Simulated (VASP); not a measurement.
# Ca (I4/mmm) in VASP: further runs

Aim: see how the results for Ca move with the level of theory and the settings. Levels: PBE+D3(BJ), PBE. Tasks: single point.

Program: VASP 6.6.1. These are calculated values, not measurements. Logs are shortened: lines on timing, memory, paths and dates and some standing lists are left out, and cuts for length are marked.

## (1) The cell of the first run

It takes space group I4/mmm (No. 139, tetragonal). The conventional cell has a = 4.410 Å, b = 4.410 Å, c = 4.392 Å, α = 90.00°, β = 90.00°, γ = 90.00°. Ca (site symmetry 4/mmm) has 14 Ca at 3.81 to 4.41 Å within 5.0 Å.

This isn't the form of Ca at room conditions, which is fcc.

## (2) Single point, PBE+D3(BJ)

INCAR

```
SYSTEM = Ca
PREC = Accurate
ENCUT = 500
EDIFF = 1E-6
ISMEAR = -4
SIGMA = 0.1
LREAL = .False.
LASPH = .True.
NELM = 120
ALGO = Normal
ISIF = 2
LWAVE = .False.
LCHARG = .False.
GGA = PE
IVDW = 12
NBANDS = 11
GGA_COMPAT = .False.
```

KPOINTS

```
regular mesh
0
Gamma
  4 4 4
  0 0 0
```

POSCAR

```
Ca
1.0
   -2.2052049036      2.2052049036      2.1961148100
    2.2052049036     -2.2052049036      2.1961148100
    2.2052049036      2.2052049036     -2.1961148100
Ca
1
Direct
    0.5000000000      0.5000000000      0.0000000000
```

Potentials or basis: VASP PAW PBE potentials, release 64 (Ca_sv).

On the command line:

```console
$ cat potpaw_PBE.64/Ca_sv/POTCAR > POTCAR
$ mpirun -np 1 vasp_std > vasp.out
```

OUTCAR:

```text
SYSTEM = Ca
   PREC = Accurate
   ENCUT = 500
   EDIFF = 1E-6
   ISMEAR = -4
   LREAL = .False.
   LASPH = .True.
   NELM = 120
   ISIF = 2
   GGA = PE
   IVDW = 12
 IVDW          = 12

 ion  position               nearest neighbor table
   1  0.500  0.500  0.000-

  LATTYP: Found a body centered tetragonal cell.
 ALAT       =     4.4104098072
 C/A-ratio  =     0.9958778916

  Lattice vectors:

 A1 = (  -2.2052049036,   2.2052049036,   2.1961148100)
 A2 = (   2.2052049036,  -2.2052049036,   2.1961148100)
 A3 = (   2.2052049036,   2.2052049036,  -2.1961148100)

Analysis of symmetry for initial positions (statically):
=====================================================================
 Subroutine PRICEL returns:
 Original cell was already a primitive cell.

 Routine SETGRP: Setting up the symmetry group for a
 body centered tetragonal supercell.

 Subroutine GETGRP returns: Found 16 space group operations
 (whereof 16 operations were pure point group operations)
 out of a pool of 16 trial point group operations.

The static configuration has the point symmetry D_4h.

Analysis of symmetry for dynamics (positions and initial velocities):
=====================================================================
 Subroutine PRICEL returns:
 Original cell was already a primitive cell.

 Routine SETGRP: Setting up the symmetry group for a
 body centered tetragonal supercell.

 Subroutine GETGRP returns: Found 16 space group operations
 (whereof 16 operations were pure point group operations)
 out of a pool of 16 trial point group operations.

The dynamic configuration has the point symmetry D_4h.

 Subroutine INISYM returns: Found 16 space group operations
 (whereof 16 operations are pure point group operations),
 and found     1 'primitive' translations

----------------------------------------------------------------------------------------

                                     Primitive cell

  volume of cell :      42.7182

  direct lattice vectors                    reciprocal lattice vectors
    -2.205204904  2.205204904  2.196114810     0.000000000  0.226736300  0.227674800
     2.205204904 -2.205204904  2.196114810     0.226736300  0.000000000  0.227674800
     2.205204904  2.205204904 -2.196114810     0.226736300  0.226736300  0.000000000

  length of vectors
     3.814285987  3.814285987  3.814285987     0.321317855  0.321317855  0.320653550

[... 73 lines left out ...]
   NFREE  =      0    steps in history (QN), initial steepest desc. (CG)
   ISIF   =      2    stress and relaxation
   ISYM   =      2    0-nonsym 1-usesym 2-fastsym
   POTIM  = 0.5000    time-step for ionic-motion
   TEBEG  =    0.0;   TEEND  =   0.0 temperature during run
   PSTRESS=    0.0 pullay stress
   NELECT =      10.0000    total number of electrons
   NUPDOWN=      -1.0000    fix difference up-down
   EMIN   =  10.00;   EMAX   =-10.00  energy-range for DOS
   EFERMI =   0.00;   METHOD = LEGACY
   ISMEAR =    -4;   SIGMA  =   0.10  broadening in eV -4-tet -1-fermi 0-gaus
   EFERMI_NEDOS =   21; number of points for ismear=-14 and -15
   IALGO  =     38    algorithm
   IMIX   =      4    mixing-type and parameters
     AMIX     =   0.40;   BMIX     =  1.00
     AMIX_MAG =   1.60;   BMIX_MAG =  1.00
  volume/ion in A,a.u.               =      42.72       288.28
  Fermi-wavevector in a.u.,A,eV,Ry     =   1.008952  1.906643 13.850516  1.017984
  Thomas-Fermi vector in A             =   2.141851
   LORBIT       =      0    0 simple, 1 ext, 2 COOP (PROOUT), +10 PAW based schemes
   GGA     = PE    functional components
   LHFCALC =     F    Hartree Fock is set to
   AEXX    =    0.0000 exact exchange contribution
   IVDW    =    12    specifies the selected vdW correction
   LEPSILON=     F    determine dielectric tensor
   LRPA    =     F    only Hartree local field effects (RPA)
 non-spin polarized calculation
 Fermi weights with tetrahedron method witout Bloechl corrections
  energy-cutoff  :      500.00
  volume of cell :       42.72
 maximum number of plane-waves:      1096
   NGX = 13   NGY = 13   NGZ = 13

 number of electron      10.0000001 magnetization

 Free energy of the ion-electron system (eV)
  ---------------------------------------------------
  ext. energy  EPLUGINS =         0.00000000
  ---------------------------------------------------
  free energy    TOTEN  =        -1.85201111 eV

  energy without entropy =       -1.85201111  energy(sigma->0) =       -1.85201111

 E-fermi :   1.9615     XC(G=0):  -7.6811

 val. band max:        2.3249390241   @ k =   0.2500   0.2500   0.2500
 cond. band min:       1.9263533730   @ k =   0.5000   0.5000  -0.0000
 fundamental gap:     -0.3985856511
 Fermi energy:         1.9615132239

 k-point     1 :       0.0000    0.0000    0.0000
  band No.  band energies     occupation
      1     -40.0157      2.00000
      2     -20.9531      2.00000
      3     -20.9335      2.00000
      4     -20.9335      2.00000
      5      -2.0780      2.00000
      6       4.2997      0.00000
      7       4.3019      0.00000
      8       4.3019      0.00000
      9       5.3266      0.00000
     10       5.3644      0.00000
     11      12.0884      0.00000
[... 155 lines left out ...]
 k-point    13 :       0.5000    0.5000    0.5000
  band No.  band energies     occupation
      1     -39.9907      2.00000
      2     -21.0502      2.00000
      3     -21.0319      2.00000
      4     -21.0319      2.00000
      5       2.0486      1.48370
      6       2.0498      0.00368
      7       5.8309      0.00000
      8       5.8309      0.00000
      9       5.8925      0.00000
     10       6.1459      0.00000
     11       6.1539      0.00000

------------------------ aborting loop because EDIFF is reached ----------------------------------------

 Edisp (eV)   -0.22776

 E8    (eV) :    -0.1153

  FORCE on cell =-STRESS in cart. coord.  units (eV):
  Direction    XX          YY          ZZ          XY          YZ          ZX
  --------------------------------------------------------------------------------------
  -------------------------------------------------------------------------------------
  Total      -0.29239    -0.29239    -0.57636     0.00000     0.00000     0.00000
  in kB     -10.96615   -10.96615   -21.61685     0.00000     0.00000     0.00000
  external pressure =      -14.52 kB  Pullay stress =        0.00 kB

 VOLUME and BASIS-vectors are now :
 -----------------------------------------------------------------------------
  energy-cutoff  :      500.00
  volume of cell :       42.72
      direct lattice vectors                 reciprocal lattice vectors
    -2.205204904  2.205204904  2.196114810     0.000000000  0.226736300  0.227674800
     2.205204904 -2.205204904  2.196114810     0.226736300  0.000000000  0.227674800
     2.205204904  2.205204904 -2.196114810     0.226736300  0.226736300  0.000000000

 POSITION                                       TOTAL-FORCE (eV/Angst)
 -----------------------------------------------------------------------------------
      0.00000      0.00000      2.19611         0.000000      0.000000      0.000000
 -----------------------------------------------------------------------------------
    total drift:                                0.000000     -0.000000      0.000000

  FREE ENERGIE OF THE ION-ELECTRON SYSTEM (eV)
  ---------------------------------------------------
  free  energy   TOTEN  =        -2.0797712679 eV

  energy  without entropy=       -2.0797712679  energy(sigma->0) =       -2.07977127
```

stdout:

```text
POSCAR found type information on POSCAR Ca
 POSCAR found :  1 types and       1 ions
 scaLAPACK will be used
 LDA part: xc-table for (Slater+PW92), standard interpolation
 POSCAR, INCAR and KPOINTS ok, starting setup
 FFT: planning ... GRIDC
 FFT: planning ... GRID_SOFT
 FFT: planning ... GRID
 WAVECAR not read
 entering main loop
 -----------------------------------------------------------------------------
|                                                                             |
|           W    W    AA    RRRRR   N    N  II  N    N   GGGG   !!!           |
|           W    W   A  A   R    R  NN   N  II  NN   N  G    G  !!!           |
|           W    W  A    A  R    R  N N  N  II  N N  N  G       !!!           |
|           W WW W  AAAAAA  RRRRR   N  N N  II  N  N N  G  GGG   !            |
|           WW  WW  A    A  R   R   N   NN  II  N   NN  G    G                |
|           W    W  A    A  R    R  N    N  II  N    N   GGGG   !!!           |
|                                                                             |
|     Tetrahedron method does not include variations of the Fermi             |
|     occupations, so forces and stress will be inaccurate. We suggest        |
|     using a different smearing scheme ISMEAR = 1 or 2 for metals in         |
|     relaxations.                                                            |
|                                                                             |
 -----------------------------------------------------------------------------
```

Wall time 11 s (1 thread of AMD EPYC 7R43 (Zen 3), shared host); peak memory 0.12 GiB.

What came out:

```
Free energy                : -2.0798 eV
Pressure                   : -1.5 GPa
Band gap on the k mesh     : zero (bands 5 and 6 overlap by 0.40 eV)
Dispersion energy per atom : -0.228 eV
```

Stress tensor (GPa, compression positive):
```
-1.10  0.00  0.00
 0.00 -1.10  0.00
 0.00  0.00 -2.16
```

Levels at points of the mesh, in eV from the Fermi level:
```
           k point  band 2  band 3  band 4  band 5  band 6  band 7  band 8  band 9
(0.00, 0.00, 0.00)  -22.91  -22.90  -22.90   -4.04    2.34    2.34    2.34    3.37
(0.50, 0.00, 0.00)  -23.04  -22.94  -22.90   -0.87   -0.02    1.38    3.29    3.66
(0.50, 0.50, 0.00)  -23.03  -22.96  -22.89   -0.88   -0.04    1.39    3.27    3.66
(0.50, 0.50, 0.50)  -23.01  -22.99  -22.99    0.09    0.09    3.87    3.87    3.93
```

Caveat: the k points lie up to 0.50 Å⁻¹ apart; three body term missing.

## (3) Single point, PBE

INCAR

```
ALGO = Normal ; EDIFF = 1E-6
ENCUT = 500 ; GGA = PE
GGA_COMPAT = False ; ISIF = 2
ISMEAR = 0 ; LASPH = True
LCHARG = False ; LREAL = False
LWAVE = False ; NBANDS = 11
NELM = 120 ; PREC = Accurate
SIGMA = 0.1
```

KPOINTS

```
k-points
0
Gamma
  4 4 4
```

POSCAR is that of step 2.

Potentials or basis: VASP PAW PBE potentials, release 64 (Ca_sv).

On the command line:

```console
$ cat potpaw_PBE.64/Ca_sv/POTCAR > POTCAR
$ mpirun -np 1 vasp_std > vasp.out
```

Wall time 10 s (1 thread of AMD EPYC 7R43 (Zen 3), shared host); peak memory 0.11 GiB.

It converged, with:

| Item | Value |
| --- | --- |
| Free energy | -1.8992 eV |
| Pressure | -0.2 GPa |
| Band gap on the k mesh | zero (bands 5 and 6 overlap by 0.39 eV) |

Stress tensor (GPa, compression positive):
```
-0.09  0.00  0.00
 0.00 -0.09  0.00
 0.00  0.00 -0.35
```

Levels at points of the mesh, in eV from the Fermi level:
```
           k point  band 2  band 3  band 4  band 5  band 6  band 7  band 8  band 9
(0.00, 0.00, 0.00)  -22.97  -22.96  -22.96   -4.01    2.31    2.33    2.33    3.34
(0.50, 0.00, 0.00)  -23.10  -23.01  -22.96   -0.85    0.01    1.37    3.27    3.63
(0.50, 0.50, 0.00)  -23.10  -23.01  -22.96   -0.86   -0.01    1.39    3.24    3.62
(0.50, 0.50, 0.50)  -23.06  -23.06  -23.06    0.09    0.10    3.89    3.89    3.96
```

Caveat: the k points lie up to 0.50 Å⁻¹ apart.

## (4) Single point, PBE

INCAR

```
PREC     = Accurate       # precision mode
ENCUT    = 500            # plane-wave cutoff, eV
EDIFF    = 1E-6           # SCF threshold, eV
ISMEAR   = 0              # smearing method
SIGMA    = 0.1            # smearing width, eV
LREAL    = F              # projectors in reciprocal space
LASPH    = T              # aspherical terms in the spheres
NELM     = 120            # most SCF steps
ALGO     = Normal         # electronic algorithm
ISIF     = 2              # what is computed and relaxed
LWAVE    = F              # write WAVECAR
LCHARG   = T              # write CHGCAR
GGA      = PE             # functional
LELF     = T              # ELF
LVHAR    = T            
ISYM     = 0            
NBANDS   = 11             # bands
GGA_COMPAT= F
```

KPOINTS

```
Automatic mesh
0
Gamma
  1 5 5
  0.5 0.5 0
```

POSCAR is that of step 3.

On the command line:

```console
$ cat potpaw_PBE.64/Ca_sv/POTCAR > POTCAR
$ mpirun -np 1 vasp_std > vasp.out
```

Wall time 10 s (1 thread of AMD EPYC 7R43 (Zen 3), shared host); peak memory 0.11 GiB.

The run converged. Its results:

| Item | Value |
| --- | --- |
| Free energy | -0.6538 eV |
| Pressure | 0.3 GPa |
| Band gap on the k mesh | zero (bands 5 and 6 overlap by 0.10 eV) |

Stress tensor (GPa, compression positive):
```
 0.92 -7.37 -5.79
-7.37  0.92  5.79
-5.79  5.79 -0.81
```

Levels at points of the mesh, in eV from the Fermi level:
```csv
k point,band 2,band 3,band 4,band 5,band 6,band 7,band 8,band 9
"(0.50, 0.50, 0.00)",-22.94,-22.87,-22.86,-0.87,-0.05,1.41,3.29,3.70
```

Caveat: the k points lie up to 1.66 Å⁻¹ apart.

## (5) The runs side by side

```csv
level,k mesh,smearing,gap on the mesh (eV),pressure (GPa)
PBE+D3(BJ),4 × 4 × 4,tetrahedron,none,-1.5
PBE,4 × 4 × 4,gaussian 0.1 eV,none,-0.2
PBE,"1 × 5 × 5, shifted",gaussian 0.1 eV,none,0.3
```

Alike in all rows: task single point; potentials or basis VASP PAW PBE potentials, release 64 (Ca_sv); no spin polarisation; cell as given; cutoff (eV) 500.

Caveats: all runs use coarse meshes; three body term missing (at least some runs).

Absolute energies hang on the potentials; compare differences alone.
